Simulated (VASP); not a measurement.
Wanted: the native input for a VASP 6.6.1 run.

| Quantity | Value |
| --- | --- |
| Task | single point |
| Functional | PBE |
| Potentials or basis | VASP PAW PBE potentials, release 64 (N, Ga_d, P) |
| Cutoff | 520 eV |
| k mesh | 8 × 8 × 8 |
| Occupations | fermi-dirac, width 0.02 eV |
| Spin | no spin polarisation |
| Dipole correction | no |
| Further INCAR settings | ALGO = Normal; EDIFF = 1e-06; NBANDS = 36 |

The structure of Ga3P2N lies in POSCAR:

```
Ga3P2N
1.0
   -1.8164515980      5.4731173853      2.5474822295
    1.8164515980     -5.4731173853      2.5474822295
    1.8164515980      5.4731173853     -2.5474822295
N Ga P
1 3 2
Direct
   -0.0002323411     -0.0002323411      0.0000000000
    0.2005267508      0.7005267508      0.5000000000
    0.6312128484      0.7774666191      0.8537462293
    0.9237203898      0.7774666191      0.1462537707
    0.3334658319     -0.0026138239      0.3360796558
    0.6613065202     -0.0026138239      0.6639203442
```

The input as run:

INCAR

```
PREC = Accurate ; ENCUT = 520
EDIFF = 1E-6 ; ISMEAR = -1
SIGMA = 0.02 ; LREAL = False
LASPH = True ; NELM = 100
ALGO = Normal ; ISIF = 2
LWAVE = False ; LCHARG = True
GGA = PE ; LELF = True
LVHAR = True ; NBANDS = 36
```

KPOINTS

```
regular mesh
0
Gamma
  8 8 8
```

Potentials or basis: VASP PAW PBE potentials, release 64 (N, Ga_d, P).

Run with:

```sh
$ cat potpaw_PBE.64/N/POTCAR potpaw_PBE.64/Ga_d/POTCAR potpaw_PBE.64/P/POTCAR > POTCAR
$ mpirun -np 1 vasp_std > vasp.out
```

Results of the run:

* Pressure: 3.2 GPa
* Largest force: 0.090 eV/Å
* Band gap on the k mesh: 0.34 eV (least direct gap 0.35 eV)

Caveat: the cell stands under pressure.

It took 7.2 min on 1 thread of Intel(R) Xeon(R) Platinum 8124M CPU @ 3.00GHz (Skylake/Cascade Lake) (shared host), peak memory 0.5 GiB.
